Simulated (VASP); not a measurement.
# ZnSe (F-43m) in VASP: a series of runs

ZnSe is run at these levels: r2SCAN+D3(BJ), r2SCAN, PBE-based global hybrid; tasks: single point.

Program: VASP 6.6.1. These are calculated values, not measurements. Logs are shortened: lines on timing, memory, paths and dates and some standing lists are left out, and cuts for length are marked.

## 1. The cell of the first run

It takes space group F-43m (No. 216, cubic). The conventional cell has a = 5.665 Å, b = 5.665 Å, c = 5.665 Å, α = 90.00°, β = 90.00°, γ = 90.00°. Zn (site symmetry -43m) has 4 Se at 2.45 Å within 3.2 Å. Within 3.2 Å of Se (site symmetry -43m) lie 4 Zn at 2.45 Å.

## 2. Single point, r2SCAN+D3(BJ)

POSCAR reads:

```
ZnSe
1.0
    0.0000000000      2.8324206805      2.8324206805
    2.8324206805      0.0000000000      2.8324206805
    2.8324206805      2.8324206805      0.0000000000
Zn Se
1 1
Direct
    0.0000000000      0.0000000000      0.0000000000
    0.2500000000      0.2500000000      0.2500000000
```

INCAR.step1 reads:

```
SYSTEM = ZnSe
ALGO     = Normal         ! electronic algorithm
EDIFF    = 1E-4           ! SCF threshold, eV
ENCUT    = 520            ! plane-wave cutoff, eV
GGA      = PE             ! functional
ISMEAR   = 0              ! smearing method
LASPH    = .TRUE.         ! aspherical terms in the spheres
LCHARG   = .FALSE.        ! write CHGCAR
LREAL    = .FALSE.        ! projectors in reciprocal space
LWAVE    = .TRUE.         ! write WAVECAR
NBANDS   = 16             ! bands
NELM     = 100            ! most SCF steps
PREC     = Accurate       ! precision mode
SIGMA    = 0.01           ! smearing width, eV
```

INCAR.step2 reads:

```
SYSTEM = ZnSe
ALGO     = Normal         ! electronic algorithm
EDIFF    = 1E-6           ! SCF threshold, eV
ENCUT    = 520            ! plane-wave cutoff, eV
ISIF     = 2              ! what is computed and relaxed
ISMEAR   = 0              ! smearing method
ISTART   = 1            
IVDW     = 12             ! dispersion correction
LASPH    = .TRUE.         ! aspherical terms in the spheres
LCHARG   = .FALSE.        ! write CHGCAR
LMIXTAU  = .TRUE.       
LREAL    = .FALSE.        ! projectors in reciprocal space
LWAVE    = .FALSE.        ! write WAVECAR
METAGGA  = R2SCAN         ! meta-GGA
NBANDS   = 16             ! bands
NELM     = 100            ! most SCF steps
PREC     = Accurate       ! precision mode
SIGMA    = 0.01           ! smearing width, eV
VDW_A1   = 0.49484001   
VDW_A2   = 5.73083694   
VDW_S6   = 1.0          
VDW_S8   = 0.78981345
```

KPOINTS reads:

```
k-points
0
G
  6 6 6
  0 0 0
```

Potentials or basis: VASP PAW PBE potentials, release 64 (Zn, Se).

Started as:

```
> cat potpaw_PBE.64/Zn/POTCAR potpaw_PBE.64/Se/POTCAR > POTCAR
> cp INCAR.step1 INCAR
> mpirun -np 1 vasp_std > vasp.out
> cp INCAR.step2 INCAR
> mpirun -np 1 vasp_std > vasp.out
```

OUTCAR:

```text
SYSTEM = ZnSe
   EDIFF = 1E-6
   ENCUT = 520
   ISIF = 2
   ISMEAR = 0
   ISTART = 1
   IVDW = 12
   LASPH = .TRUE.
   LREAL = .FALSE.
   METAGGA = R2SCAN
   NELM = 100
   PREC = Accurate
 IVDW          = 12

 ion  position               nearest neighbor table
   1  0.000  0.000  0.000-   2 2.45   2 2.45   2 2.45   2 2.45
   2  0.250  0.250  0.250-   1 2.45   1 2.45   1 2.45   1 2.45

  LATTYP: Found a face centered cubic cell.
 ALAT       =     5.6648413610

  Lattice vectors:

 A1 = (   0.0000000000,   2.8324206805,   2.8324206805)
 A2 = (   2.8324206805,   0.0000000000,   2.8324206805)
 A3 = (   2.8324206805,   2.8324206805,   0.0000000000)

Analysis of symmetry for initial positions (statically):
=====================================================================
 Subroutine PRICEL returns:
 Original cell was already a primitive cell.

 Routine SETGRP: Setting up the symmetry group for a
 face centered cubic supercell.

 Subroutine GETGRP returns: Found 24 space group operations
 (whereof 24 operations were pure point group operations)
 out of a pool of 48 trial point group operations.

The static configuration has the point symmetry T_d .

Analysis of symmetry for dynamics (positions and initial velocities):
=====================================================================
 Subroutine PRICEL returns:
 Original cell was already a primitive cell.

 Routine SETGRP: Setting up the symmetry group for a
 face centered cubic supercell.

 Subroutine GETGRP returns: Found 24 space group operations
 (whereof 24 operations were pure point group operations)
 out of a pool of 48 trial point group operations.

The dynamic configuration has the point symmetry T_d .

 Subroutine INISYM returns: Found 24 space group operations
 (whereof 24 operations are pure point group operations),
 and found     1 'primitive' translations

----------------------------------------------------------------------------------------

                                     Primitive cell

  volume of cell :      45.4468

  direct lattice vectors                    reciprocal lattice vectors
     0.000000000  2.832420680  2.832420680    -0.176527450  0.176527450  0.176527450
     2.832420680  0.000000000  2.832420680     0.176527450 -0.176527450  0.176527450
     2.832420680  2.832420680  0.000000000     0.176527450  0.176527450 -0.176527450

  length of vectors
     4.005647741  4.005647741  4.005647741     0.305754512  0.305754512  0.305754512

[... 70 lines left out ...]
   NELM   =    100;   NELMIN=  2; NELMDL=  0     # of ELM steps
   EDIFF  = 0.1E-05   stopping-criterion for ELM
   LREAL  =      F    real-space projection
   EDIFFG = 0.1E-04   stopping-criterion for IOM
   NSW    =      0    number of steps for IOM
   IBRION =     -1    ionic relax: 0-MD 1-quasi-New 2-CG
   NFREE  =      0    steps in history (QN), initial steepest desc. (CG)
   ISIF   =      2    stress and relaxation
   ISYM   =      2    0-nonsym 1-usesym 2-fastsym
   POTIM  = 0.5000    time-step for ionic-motion
   TEBEG  =    0.0;   TEEND  =   0.0 temperature during run
   PSTRESS=    0.0 pullay stress
   NELECT =      18.0000    total number of electrons
   NUPDOWN=      -1.0000    fix difference up-down
   EMIN   =  10.00;   EMAX   =-10.00  energy-range for DOS
   EFERMI =   0.00;   METHOD = LEGACY
   ISMEAR =     0;   SIGMA  =   0.01  broadening in eV -4-tet -1-fermi 0-gaus
   EFERMI_NEDOS =   21; number of points for ismear=-14 and -15
   IALGO  =     38    algorithm
   IMIX   =      4    mixing-type and parameters
     AMIX     =   0.40;   BMIX     =  1.00
     AMIX_MAG =   1.60;   BMIX_MAG =  1.00
  volume/ion in A,a.u.               =      22.72       153.35
  Fermi-wavevector in a.u.,A,eV,Ry     =   1.202259  2.271939 19.666213  1.445426
  Thomas-Fermi vector in A             =   2.338045
   LORBIT       =      0    0 simple, 1 ext, 2 COOP (PROOUT), +10 PAW based schemes
   METAGGA = R2SCAN    functional components
   LHFCALC =     F    Hartree Fock is set to
   AEXX    =    0.0000 exact exchange contribution
   IVDW    =    12    specifies the selected vdW correction
   LEPSILON=     F    determine dielectric tensor
   LRPA    =     F    only Hartree local field effects (RPA)
 non-spin polarized calculation
 Gauss-broadening in eV      SIGMA  =   0.01
  energy-cutoff  :      520.00
  volume of cell :       45.45
 maximum number of plane-waves:      1243
 NGX is ok and might be reduce to    30
   NGX = 15   NGY = 15   NGZ = 15

 number of electron      18.0000011 magnetization

 Free energy of the ion-electron system (eV)
  ---------------------------------------------------
  ext. energy  EPLUGINS =         0.00000000
  ---------------------------------------------------
  free energy    TOTEN  =       -24.90526119 eV

  energy without entropy =      -24.90526119  energy(sigma->0) =      -24.90526119

 E-fermi :   1.4499     XC(G=0):  -9.9261

 val. band max:        1.3133655468   @ k =   0.0000   0.0000   0.0000
 cond. band min:       3.1857258757   @ k =   0.0000   0.0000   0.0000
 fundamental gap:      1.8723603290
 Fermi energy:         1.4499416978

 k-point     1 :       0.0000    0.0000    0.0000
  band No.  band energies     occupation
      1     -12.4093      2.00000
      2      -5.3881      2.00000
      3      -5.3881      2.00000
      4      -5.3881      2.00000
      5      -4.9798      2.00000
      6      -4.9798      2.00000
[... 281 lines left out ...]
      3      -5.1553      2.00000
      4      -5.0729      2.00000
      5      -4.9655      2.00000
      6      -4.7079      2.00000
[... 8 lines left out ...]
     15      15.7746      0.00000
     16      16.3100      0.00000

------------------------ aborting loop because EDIFF is reached ----------------------------------------

 Edisp (eV)   -0.30603

 E8    (eV) :    -0.0989

  FORCE on cell =-STRESS in cart. coord.  units (eV):
  Direction    XX          YY          ZZ          XY          YZ          ZX
  --------------------------------------------------------------------------------------
  -------------------------------------------------------------------------------------
  Total      -0.26352    -0.26352    -0.26352     0.00000     0.00000    -0.00000
  in kB      -9.29028    -9.29028    -9.29028     0.00000     0.00000    -0.00000
  external pressure =       -9.29 kB  Pullay stress =        0.00 kB

 VOLUME and BASIS-vectors are now :
 -----------------------------------------------------------------------------
  energy-cutoff  :      520.00
  volume of cell :       45.45
      direct lattice vectors                 reciprocal lattice vectors
     0.000000000  2.832420680  2.832420680    -0.176527450  0.176527450  0.176527450
     2.832420680  0.000000000  2.832420680     0.176527450 -0.176527450  0.176527450
     2.832420680  2.832420680  0.000000000     0.176527450  0.176527450 -0.176527450

 POSITION                                       TOTAL-FORCE (eV/Angst)
 -----------------------------------------------------------------------------------
      0.00000      0.00000      0.00000        -0.000000     -0.000000     -0.000000
      1.41621      1.41621      1.41621         0.000000      0.000000      0.000000
 -----------------------------------------------------------------------------------
    total drift:                                0.000022      0.000022      0.000022

  FREE ENERGIE OF THE ION-ELECTRON SYSTEM (eV)
  ---------------------------------------------------
  free  energy   TOTEN  =       -25.2112874947 eV

  energy  without entropy=      -25.2112874947  energy(sigma->0) =      -25.21128749
```

OSZICAR.step1:

```text
N       E                     dE             d eps       ncg     rms          rms(c)
DAV:   1     0.893016016472E+02    0.89302E+02   -0.86346E+03   512   0.129E+03
DAV:   2    -0.661483482439E+00   -0.89963E+02   -0.84287E+02   592   0.258E+02
DAV:   3    -0.625699350466E+01   -0.55955E+01   -0.55779E+01   568   0.617E+01
DAV:   4    -0.630361881251E+01   -0.46625E-01   -0.46620E-01   664   0.617E+00
DAV:   5    -0.630382721442E+01   -0.20840E-03   -0.20840E-03   608   0.364E-01    0.476E+00
DAV:   6    -0.603293677095E+01    0.27089E+00   -0.53033E-01   720   0.239E+01    0.364E+00
DAV:   7    -0.601374146522E+01    0.19195E-01   -0.15737E-01   568   0.350E+00    0.155E+00
DAV:   8    -0.601356903155E+01    0.17243E-03   -0.43486E-03   704   0.660E-01    0.454E-01
DAV:   9    -0.601381167293E+01   -0.24264E-03   -0.10823E-03   568   0.251E-01    0.670E-02
DAV:  10    -0.601392112805E+01   -0.10946E-03   -0.19480E-04   592   0.106E-01    0.217E-02
DAV:  11    -0.601391367648E+01    0.74516E-05   -0.32999E-05   320   0.526E-02
   1 F= -.60139137E+01 E0= -.60139137E+01  d E =-.672557E-17
```

It took 55 s on 1 thread of Intel Xeon Platinum 8259CL at 2.50GHz (Skylake/Cascade Lake), shared host; peak memory 0.18 GiB.

Results:

* Free energy: -25.2113 eV
* Pressure: -0.9 GPa
* Band gap on the k mesh: 1.87 eV, direct
* Dispersion energy per atom: -0.153 eV

Caveat: the PAW data sets were made with another functional, which shifts forces and pressure a little. r2SCAN opens gaps a little over a GGA but as a rule still falls short of measured ones.

(Part 1 of 3 ends here.)
